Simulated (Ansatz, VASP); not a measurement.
**One calculation of Bi3O, two programs**

```xyz
8
Lattice="4.9364 0.0000 0.0000 -0.5110 4.9756 0.0000 -0.7259 -0.2470 10.1745" Properties=species:S:1:pos:R:3 pbc="T T T"
Bi   -0.3285    2.5810    3.0990
Bi   -0.6911    2.3891    8.1569
Bi    2.2448    2.9024    0.1742
Bi    1.9459    2.9218    5.2033
Bi    2.7441    0.0291    2.5257
Bi    2.3630   -0.0998    7.6683
O     1.3131    1.6478    1.8023
O     1.1445    1.6908    6.9809
```

Change from the starting cell: the structure that the rattled cell fell into.

Alike in both runs: task single point; functional PBE; k mesh 4 × 4 × 2; occupations gaussian, width 0.1 eV; no spin polarisation.

|  | VASP | Ansatz |
| --- | --- | --- |
| version | VASP 6.6.1 | Ansatz 0.2.0 |
| potentials or method | VASP PAW PBE potentials, release 64 (Bi_d, O), cutoff 520 eV | scalar-relativistic, plane waves, PAW |
| valence electrons in the cell | 102 | 102 |

|  | VASP | Ansatz | Ansatz less VASP |
| --- | --- | --- | --- |
| gap on the k mesh at the Fermi level (eV) | none | none | - |
| pressure (GPa) | 0.0 | 0.0 | +0.03 |
| traceless stress, the component that is largest in VASP (GPa) | -0.33 | -0.30 | +0.031 |
| rms of the force components (eV/Å) | 0.052 | 0.050 | -0.0020 |

Atom by atom the forces differ by 0.012 eV/Å (rms over components). A gap of «none» marks a metal or a gap that the smearing closes. With one functional, cell and mesh, what is left measures potentials, basis and numerics.

Spin-orbit coupling is off throughout.
